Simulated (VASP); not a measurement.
Runs of VASP 6.6.1 on LiH. Symmetry: Fm-3m, No. 225, cubic system. The conventional cell has a = 4.074 Å, b = 4.074 Å, c = 4.074 Å, α = 90.00°, β = 90.00°, γ = 90.00°. Within 2.7 Å of Li (site symmetry m-3m) lie 6 H at 2.04 Å. Within 2.7 Å of H (site symmetry m-3m) lie 6 Li at 2.04 Å. 

| k mesh | gap on the mesh (eV) | pressure (GPa) |
| --- | --- | --- |
| 12 × 12 × 12 | 3.01 | -1.8 |
| 8 × 8 × 8 | 3.01 | -1.8 |
| 16 × 16 × 16 | 3.01 | -1.8 |
| 4 × 4 × 4 | 3.00 | (a) |
| 6 × 6 × 6 | 3.01 | -1.8 |

Alike in all rows: task single point; level PBE; potentials or basis VASP PAW PBE potentials, release 64 (Li_sv, H); no spin polarisation; cell as given; cutoff (eV) 750; smearing gaussian 0.02 eV.

Task: Estimate the missing entries.

Result: (a) -1.5.

Caveats: some runs use coarse meshes.

A k mesh can miss the band edges.
